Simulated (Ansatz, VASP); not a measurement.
**One calculation of InSb, two programs**

Contents of INCAR:

```
SYSTEM = InSb
  PREC = Accurate
  ENCUT = 520
  EDIFF = 1E-6
  ISMEAR = 0
  SIGMA = 0.05
  LREAL = .False.
  LASPH = .True.
  NELM = 100
  ALGO = Normal
  ISIF = 2
  LWAVE = .False.
  LCHARG = .False.
  GGA = PS
  NBANDS = 16
```

File KPOINTS:

```
Automatic mesh
0
Gamma
  6 6 6
  0 0 0
```

POSCAR

```
InSb
1.0
    0.0000000000      3.2391003701      3.2391003701
    3.2391003701      0.0000000000      3.2391003701
    3.2391003701      3.2391003701      0.0000000000
In Sb
1 1
Direct
    0.0000000000      0.0000000000      0.0000000000
    0.7500000000      0.7500000000      0.7500000000
```

Input for Ansatz:

```yaml
crystal:
  lattice:
    - [0.0, 3.2391003701, 3.2391003701]
    - [3.2391003701, 0.0, 3.2391003701]
    - [3.2391003701, 3.2391003701, 0.0]
  atoms:
    - { symbol: In, position: [0.0, 0.0, 0.0] }
    - { symbol: Sb, position: [0.75, 0.75, 0.75] }
basis:
  ecutwfc: 420
  ecutrho_ratio: 4
kpoints:
  mp_grid: { grid: [6, 6, 6] }
hamiltonian:
  xc: pbesol
scf:
  occupations: { method: gaussian, width: 0.05 }
output:
  forces: true
  stress: true
  eigenvalues: true
```

Alike in both runs: task single point; functional PBEsol; k mesh 6 × 6 × 6; occupations gaussian, width 0.05 eV; no spin polarisation.

```csv
,VASP,Ansatz
version,VASP 6.6.1,Ansatz 0.2.0
potentials or method,"VASP PAW PBE potentials, release 64 (In_d, Sb), cutoff 520 eV","scalar-relativistic, plane waves, PAW"
valence electrons in the cell,18,28
```

|  | VASP | Ansatz | Ansatz less VASP |
| --- | --- | --- | --- |
| gap on the k mesh at the Fermi level (eV) | none | none | - |
| pressure (GPa) | 0.9 | 0.9 | -0.02 |

VASP's potentials were made for PBE, not for PBEsol. A gap of «none» marks a metal or a gap that the smearing closes. VASP's potentials hold 18 valence electrons a cell and Ansatz's 28, so a difference there can come from the potentials and not from the codes.

Spin-orbit coupling is off throughout.
